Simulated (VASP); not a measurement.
Set up this calculation in VASP 6.6.1, as the native input.

```
Task                   : single point
Functional             : LDA
Potentials or basis    : VASP PAW LDA potentials, release 64 (Ga_d, P)
Cutoff                 : 520 eV
k mesh                 : 8 × 8 × 8
Occupations            : gaussian, width 0.01 eV
Spin                   : no spin polarisation
Dipole correction      : no
Further INCAR settings : ALGO = Normal; EDIFF = 1e-06; NBANDS = 16
```

The structure of GaP lies in POSCAR:

```
GaP
1.0
    0.0000000000      2.7252500000      2.7252500000
    2.7252500000      0.0000000000      2.7252500000
    2.7252500000      2.7252500000      0.0000000000
Ga P
1 1
Direct
    0.0000000000      0.0000000000      0.0000000000
    0.2500000000      0.2500000000      0.2500000000
```

The input as run:

INCAR

```
  ALGO = Normal
  EDIFF = 1E-6
  ENCUT = 520
  GGA = CA
  ISIF = 2
  ISMEAR = 0
  LASPH = T
  LCHARG = F
  LREAL = F
  LWAVE = F
  NBANDS = 16
  NELM = 100
  PREC = Accurate
  SIGMA = 0.01
```

KPOINTS

```
k-points
0
Gamma
  8 8 8
```

Potentials or basis: VASP PAW LDA potentials, release 64 (Ga_d, P).

Command:

```sh
$ cat potpaw_LDA.64/Ga_d/POTCAR potpaw_LDA.64/P/POTCAR > POTCAR
$ mpirun -np 1 vasp_std > vasp.out
```

Results of the run:

```json
{
 "Pressure": "-2.7 GPa",
 "Band gap on the k mesh": "1.49 eV, indirect (least direct gap 1.64 eV)"
}
```

It took 10 s on 1 thread of Intel(R) Xeon(R) 6975P-C (Granite Rapids) (shared host), peak memory 0.15 GiB.
